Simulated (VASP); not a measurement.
# SnO2 (P6_3/mmc) in VASP: a series of runs

Runs on SnO2. Level: PBE+D3(BJ). Tasks: single point.

Everything below comes from runs of VASP 6.6.1. Logs are shortened: lines on timing, memory, paths and dates and some standing lists are left out, and cuts for length are marked.

## 1. The cell of the first run

Symmetry: P6_3/mmc, No. 194, hexagonal system. Conventional cell: a = 3.167 Å, b = 3.167 Å, c = 9.988 Å, α = 90.00°, β = 90.00°, γ = 120.00°. Within 2.7 Å of Sn (site symmetry -3m) lie 6 O at 2.07 Å. O (site symmetry 3m) has 3 Sn at 2.07 Å and 3 O at 2.68 Å within 2.7 Å.

## 2. Single point, PBE+D3(BJ) (14.46 Å³/atom)

Input file INCAR:

```
ALGO = Normal ; EDIFF = 1E-6
ENCUT = 520 ; GGA = PE
ISIF = 2 ; ISMEAR = 0
IVDW = 12 ; LASPH = T
LCHARG = F ; LREAL = F
LWAVE = F ; NBANDS = 35
NELM = 80 ; PREC = Accurate
SIGMA = 0.05
```

Input file KPOINTS:

```
k-points
0
Gamma
  12 12 4
```

Input file POSCAR:

```
SnO2
1.0
    3.1667397261      0.0000000000      0.0000000000
   -1.5833698630      2.7424770500      0.0000000000
    0.0000000000      0.0000000000      9.9878970962
Sn O
2 4
Direct
    0.0000000000      0.0000000000      0.5000000000
    0.0000000000      0.0000000000      0.0000000000
    0.6666666667      0.3333333333      0.4017901367
    0.6666666667      0.3333333333      0.0982098633
    0.3333333333      0.6666666667      0.5982098633
    0.3333333333      0.6666666667      0.9017901367
```

Potentials or basis: VASP PAW PBE potentials, release 64 (Sn_d, O).

Launch:

```sh
> cat potpaw_PBE.64/Sn_d/POTCAR potpaw_PBE.64/O/POTCAR > POTCAR
> mpirun -np 1 vasp_std > vasp.out
```

OUTCAR:

```text
EDIFF = 1E-6
   ENCUT = 520
   GGA = PE
   ISIF = 2
   ISMEAR = 0
   IVDW = 12
   LASPH = T
   LREAL = F
   NELM = 80
   PREC = Accurate
 IVDW          = 12

 ion  position               nearest neighbor table
   1  0.000  0.000  0.500-   3 2.07   5 2.07   5 2.07   3 2.07   3 2.07   5 2.07
   2  0.000  0.000  0.000-   4 2.07   6 2.07   6 2.07   4 2.07   4 2.07   6 2.07
   3  0.667  0.333  0.402-   1 2.07   1 2.07   1 2.07
   4  0.667  0.333  0.098-   2 2.07   2 2.07   2 2.07
   5  0.333  0.667  0.598-   1 2.07   1 2.07   1 2.07
   6  0.333  0.667  0.902-   2 2.07   2 2.07   2 2.07

  LATTYP: Found a hexagonal cell.
 ALAT       =     3.1667397261
 C/A-ratio  =     3.1540000000

  Lattice vectors:

 A1 = (   3.1667397261,   0.0000000000,   0.0000000000)
 A2 = (  -1.5833698630,   2.7424770500,   0.0000000000)
 A3 = (   0.0000000000,   0.0000000000,   9.9878970962)

Analysis of symmetry for initial positions (statically):
=====================================================================
 Subroutine PRICEL returns:
 Original cell was already a primitive cell.

 Routine SETGRP: Setting up the symmetry group for a
 hexagonal supercell.

 Subroutine GETGRP returns: Found 24 space group operations
 (whereof 12 operations were pure point group operations)
 out of a pool of 24 trial point group operations.

The static configuration has the point symmetry D_3d.
 The point group associated with its full space group is D_6h.

Analysis of symmetry for dynamics (positions and initial velocities):
=====================================================================
 Subroutine PRICEL returns:
 Original cell was already a primitive cell.

 Routine SETGRP: Setting up the symmetry group for a
 hexagonal supercell.

 Subroutine GETGRP returns: Found 24 space group operations
 (whereof 12 operations were pure point group operations)
 out of a pool of 24 trial point group operations.

The dynamic configuration has the point symmetry D_3d.
 The point group associated with its full space group is D_6h.

 Subroutine INISYM returns: Found 24 space group operations
 (whereof 12 operations are pure point group operations),
 and found     1 'primitive' translations

----------------------------------------------------------------------------------------

                                     Primitive cell

  volume of cell :      86.7420

  direct lattice vectors                    reciprocal lattice vectors
     3.166739726  0.000000000  0.000000000     0.315782188  0.182316931  0.000000000
    -1.583369863  2.742477050  0.000000000     0.000000000  0.364633863  0.000000000
     0.000000000  0.000000000  9.987897096     0.000000000  0.000000000  0.100121176

  length of vectors
     3.166739726  3.166739726  9.987897096     0.364633863  0.364633863  0.100121176

  position of ions in fractional coordinates (direct lattice)
     0.000000000  0.000000000  0.500000000
     0.000000000  0.000000000  0.000000000
     0.666666667  0.333333333  0.401790137
     0.666666667  0.333333333  0.098209863
     0.333333333  0.666666667  0.598209863
     0.333333333  0.666666667  0.901790137

  ion indices of the primitive-cell ions
   primitive index   ion index
                 1           1
                 2           2
                 3           3
                 4           4
                 5           5
                 6           6

----------------------------------------------------------------------------------------

 KPOINTS: k-points

Automatic generation of k-mesh.
 Grid dimensions read from file:
 generate k-points for:   12   12    4

 Generating k-lattice:

  Cartesian coordinates                     Fractional coordinates (reciprocal lattice)
     0.026315182  0.015193078  0.000000000     0.083333333 -0.000000000  0.000000000
     0.000000000  0.030386155  0.000000000     0.000000000  0.083333333  0.000000000
     0.000000000  0.000000000  0.025030294     0.000000000  0.000000000  0.250000000

  Length of vectors
     0.030386155  0.030386155  0.025030294

  Shift w.r.t. Gamma in fractional coordinates (k-lattice)
     0.000000000  0.000000000  0.000000000

 Subroutine IBZKPT returns following result:
 ===========================================

 Found     57 irreducible k-points:

 Following reciprocal coordinates:
            Coordinates               Weight
  0.000000  0.000000  0.000000      1.000000
  0.083333  0.000000  0.000000      6.000000
  0.166667  0.000000  0.000000      6.000000
  0.250000  0.000000  0.000000      6.000000
  0.333333 -0.000000  0.000000      6.000000
  0.416667  0.000000  0.000000      6.000000
[... 16 lines left out ...]
  0.250000  0.000000  0.250000     12.000000
  0.333333 -0.000000  0.250000     12.000000
 [... further k-points ...]
   k-points           NKPTS =     57   k-points in BZ     NKDIM =     57   number of bands    NBANDS=     35
   number of dos      NEDOS =    301   number of ions     NIONS =      6
   total plane-waves  NPLWV =  46080
   dimension x,y,z NGX =    24 NGY =   24 NGZ =   80
   dimension x,y,z NGXF=    48 NGYF=   48 NGZF=  160
   ions per type =               2   4
   NGX,Y,Z   is equivalent  to a cutoff of  12.60, 12.60, 13.32 a.u.
   NGXF,Y,Z  is equivalent  to a cutoff of  25.20, 25.20, 26.63 a.u.
 SYSTEM =  unknown system
   PREC   = accura    normal or accurate (medium, high low for compatibility)
   ISTART =      0    job   : 0-new  1-cont  2-samecut
   ICHARG =      2    charge: 1-file 2-atom 10-const
   ISPIN  =      1    spin polarized calculation?
   LNONCOLLINEAR =      F non collinear calculations
   LSORBIT =      F    spin-orbit coupling
   LASPH  =      T    aspherical Exc in radial PAW
   ENCUT  =  520.0 eV  38.22 Ry    6.18 a.u.   5.89  5.89 18.57*2*pi/ulx,y,z
   NELM   =     80;   NELMIN=  2; NELMDL= -5     # of ELM steps
   EDIFF  = 0.1E-05   stopping-criterion for ELM
   LREAL  =      F    real-space projection
[... 7 lines left out ...]
   TEBEG  =    0.0;   TEEND  =   0.0 temperature during run
   PSTRESS=    0.0 pullay stress
   NELECT =      52.0000    total number of electrons
   NUPDOWN=      -1.0000    fix difference up-down
   EMIN   =  10.00;   EMAX   =-10.00  energy-range for DOS
   EFERMI =   0.00;   METHOD = LEGACY
   ISMEAR =     0;   SIGMA  =   0.05  broadening in eV -4-tet -1-fermi 0-gaus
   EFERMI_NEDOS =   21; number of points for ismear=-14 and -15
   IALGO  =     38    algorithm
   IMIX   =      4    mixing-type and parameters
     AMIX     =   0.40;   BMIX     =  1.00
     AMIX_MAG =   1.60;   BMIX_MAG =  1.00
  volume/ion in A,a.u.               =      14.46        97.56
  Fermi-wavevector in a.u.,A,eV,Ry     =   1.380383  2.608545 25.925304  1.905456
  Thomas-Fermi vector in A             =   2.505265
   LORBIT       =      0    0 simple, 1 ext, 2 COOP (PROOUT), +10 PAW based schemes
   GGA     = PE    functional components
   LHFCALC =     F    Hartree Fock is set to
   AEXX    =    0.0000 exact exchange contribution
   IVDW    =    12    specifies the selected vdW correction
   LEPSILON=     F    determine dielectric tensor
   LRPA    =     F    only Hartree local field effects (RPA)
 non-spin polarized calculation
 Gauss-broadening in eV      SIGMA  =   0.05
  energy-cutoff  :      520.00
  volume of cell :       86.74
 maximum number of plane-waves:      2364
 NGX is ok and might be reduce to    24
   NGX = 11   NGY = 11   NGZ = 37

 number of electron      51.9999991 magnetization

 Free energy of the ion-electron system (eV)
  ---------------------------------------------------
  ext. energy  EPLUGINS =         0.00000000
  ---------------------------------------------------
  free energy    TOTEN  =       -36.08572356 eV

  energy without entropy =      -36.08572356  energy(sigma->0) =      -36.08572356

 E-fermi :   3.6199     XC(G=0):  -9.8338

 val. band max:        3.4091368834   @ k =   0.2500   0.2500   0.0000
 cond. band min:       5.7002409262   @ k =   0.0000   0.0000   0.0000
 fundamental gap:      2.2911040428
 Fermi energy:         3.6199304516

 k-point     1 :       0.0000    0.0000    0.0000
  band No.  band energies     occupation
      1     -16.8186      2.00000
      2     -16.8142      2.00000
      3     -16.4578      2.00000
      4     -16.4578      2.00000
      5     -16.4577      2.00000
      6     -16.4577      2.00000
[... 27 lines left out ...]
     34      14.9274      0.00000
     35      15.0475      0.00000

 k-point     2 :       0.0833    0.0000    0.0000
  band No.  band energies     occupation
      1     -16.7777      2.00000
      2     -16.7737      2.00000
      3     -16.5325      2.00000
      4     -16.5310      2.00000
      5     -16.4399      2.00000
      6     -16.4398      2.00000
[... 27 lines left out ...]
     34      15.1050      0.00000
     35      15.1132      0.00000

 k-point     3 :       0.1667    0.0000    0.0000
  band No.  band energies     occupation
      1     -16.7937      2.00000
      2     -16.7893      2.00000
      3     -16.6069      2.00000
      4     -16.6041      2.00000
      5     -16.3955      2.00000
      6     -16.3953      2.00000
[... 27 lines left out ...]
     34      15.1954      0.00000
     35      15.5585      0.00000
[... 723 lines left out ...]
 k-point    23 :       0.2500    0.0000    0.2500
  band No.  band energies     occupation
      1     -17.0322      2.00000
      2     -17.0277      2.00000
      3     -16.4795      2.00000
      4     -16.4781      2.00000
      5     -16.3529      2.00000
      6     -16.3527      2.00000
[... 27 lines left out ...]
     34      15.2967      0.00000
     35      16.1164      0.00000

 k-point    24 :       0.3333   -0.0000    0.2500
  band No.  band energies     occupation
      1     -17.2550      2.00000
      2     -17.2498      2.00000
      3     -16.3992      2.00000
      4     -16.3982      2.00000
      5     -16.3371      2.00000
      6     -16.3368      2.00000
[... 27 lines left out ...]
     34      15.6132      0.00000
     35      16.1335      0.00000

 [... further k-points ...]

------------------------ aborting loop because EDIFF is reached ----------------------------------------

 Edisp (eV)   -1.05579

 E8    (eV) :    -0.4142

  FORCE on cell =-STRESS in cart. coord.  units (eV):
  Direction    XX          YY          ZZ          XY          YZ          ZX
  --------------------------------------------------------------------------------------
  -------------------------------------------------------------------------------------
  Total       5.59978     5.59978     3.55482     0.00000     0.00000     0.00000
  in kB     103.43131   103.43131    65.65963     0.00000     0.00000     0.00000
  external pressure =       90.84 kB  Pullay stress =        0.00 kB

 VOLUME and BASIS-vectors are now :
 -----------------------------------------------------------------------------
  energy-cutoff  :      520.00
  volume of cell :       86.74
      direct lattice vectors                 reciprocal lattice vectors
     3.166739726  0.000000000  0.000000000     0.315782188  0.182316931  0.000000000
    -1.583369863  2.742477050  0.000000000     0.000000000  0.364633863  0.000000000
     0.000000000  0.000000000  9.987897096     0.000000000  0.000000000  0.100121176

 POSITION                                       TOTAL-FORCE (eV/Angst)
 -----------------------------------------------------------------------------------
      0.00000      0.00000      4.99395        -0.000000      0.000000      0.000000
      0.00000      0.00000      0.00000        -0.000000      0.000000      0.000000
      1.58337      0.91416      4.01304         0.000000      0.000000     -0.828012
      1.58337      0.91416      0.98091         0.000000      0.000000      0.828012
     -0.00000      1.82832      5.97486        -0.000000     -0.000000      0.828012
     -0.00000      1.82832      9.00699        -0.000000     -0.000000     -0.828012
 -----------------------------------------------------------------------------------
    total drift:                               -0.000000      0.000000      0.000000

  FREE ENERGIE OF THE ION-ELECTRON SYSTEM (eV)
  ---------------------------------------------------
  free  energy   TOTEN  =       -37.1415101394 eV

  energy  without entropy=      -37.1415101394  energy(sigma->0) =      -37.14151014
```

It took 90 s on 1 thread of AMD EPYC 9R45 (Zen 5), shared host; peak memory 0.26 GiB.

What came out:

| Property | Result |
| --- | --- |
| Free energy | -37.1415 eV |
| Pressure | 9.1 GPa |
| Largest force | 0.828 eV/Å |
| Band gap on the k mesh | 2.29 eV (least direct gap 2.76 eV) |
| Dispersion energy per atom | -0.176 eV |

Forces on the atoms (eV/Å):
```
Sn   0.000  0.000  0.000
Sn   0.000  0.000  0.000
O    0.000  0.000 -0.828
O    0.000  0.000  0.828
O    0.000  0.000  0.828
O    0.000  0.000 -0.828
```

Stress tensor (GPa, compression positive):
```
10.34  0.00  0.00
 0.00 10.34  0.00
 0.00  0.00  6.57
```

Levels at points of the mesh, in eV from the valence-band top:
```tsv
k point	band 22	band 23	band 24	band 25	band 26	band 27	band 28	band 29	band 30	band 31
(0.00, 0.00, 0.00)	-1.04	-1.04	-0.99	-0.99	-0.47	2.29	3.30	5.59	6.11	10.96
(0.50, 0.00, 0.00)	-1.22	-0.73	-0.68	-0.59	-0.08	5.59	5.82	7.09	7.99	10.09
(0.00, 0.00, 0.50)	-1.02	-1.02	-1.02	-0.96	-0.96	2.81	2.81	5.87	5.87	11.02
(0.50, 0.00, 0.50)	-1.53	-0.63	-0.63	-0.36	-0.36	5.70	5.70	7.51	7.51	10.30
```

Caveat: the cell stands under pressure; spin-orbit coupling is left out, which moves the levels of the heavy elements.

## 3. Single point, PBE+D3(BJ) (14.76 Å³/atom)

This run uses another cell than the first one, of 14.76 Å³/atom.

Input file INCAR:

```
PREC = Accurate
ENCUT = 520
EDIFF = 1E-6
ISMEAR = 0
SIGMA = 0.05
LREAL = False
LASPH = True
NELM = 80
ALGO = Normal
ISIF = 2
LWAVE = False
LCHARG = False
GGA = PE
IVDW = 12
NBANDS = 35
```

Input file KPOINTS:

```
Automatic mesh
0
Gamma
  12 12 4
```

Edit POSCAR of step 2 so:

```diff
@@ -2,5 +2,5 @@
 1.0
-    3.1667397261      0.0000000000      0.0000000000
-   -1.5833698630      2.7424770500      0.0000000000
-    0.0000000000      0.0000000000      9.9878970962
+    3.0842469749      0.0000000000      0.0000000000
+   -1.5421234874      2.6710362318      0.0000000000
+    0.0000000000      0.0000000000     10.7529186532
 Sn O
```

Potentials or basis: VASP PAW PBE potentials, release 64 (Sn_d, O).

Launch:

```sh
> cat potpaw_PBE.64/Sn_d/POTCAR potpaw_PBE.64/O/POTCAR > POTCAR
> mpirun -np 1 vasp_std > vasp.out
```

It took 88 s on 1 thread of AMD EPYC 9R45 (Zen 5), shared host; peak memory 0.27 GiB.

The run converged. Its results:

* Free energy: -36.9218 eV
* Pressure: 12.0 GPa
* Largest force: 0.387 eV/Å
* Band gap on the k mesh: 2.88 eV (least direct gap 3.34 eV)
* Dispersion energy per atom: -0.172 eV

Forces in eV/Å, atoms in the order of the input:
```
Sn   0.000  0.000  0.000
Sn   0.000  0.000  0.000
O    0.000  0.000 -0.387
O    0.000  0.000  0.387
O    0.000  0.000  0.387
O    0.000  0.000 -0.387
```

Stress tensor (GPa, compression positive):
```
16.98  0.00  0.00
 0.00 16.98  0.00
 0.00  0.00  1.95
```

Levels at points of the mesh, in eV from the valence-band top:
```
           k point  band 22  band 23  band 24  band 25  band 26  band 27  band 28  band 29  band 30  band 31
(0.00, 0.00, 0.00)    -0.60    -0.60    -0.57    -0.57    -0.46     2.88     3.65     6.06     6.36    10.68
(0.50, 0.00, 0.00)    -1.40    -0.45    -0.44    -0.40    -0.05     5.97     6.15     7.40     7.95    11.01
(0.00, 0.00, 0.50)    -0.81    -0.58    -0.58    -0.58    -0.58     3.27     3.27     6.22     6.22    10.79
(0.50, 0.00, 0.50)    -1.58    -0.42    -0.42    -0.23    -0.23     6.06     6.06     7.66     7.66    11.16
```

Caveat: the stress differs along the axes, from 2 to 17 GPa; spin-orbit coupling is left out, which moves the levels of the heavy elements.
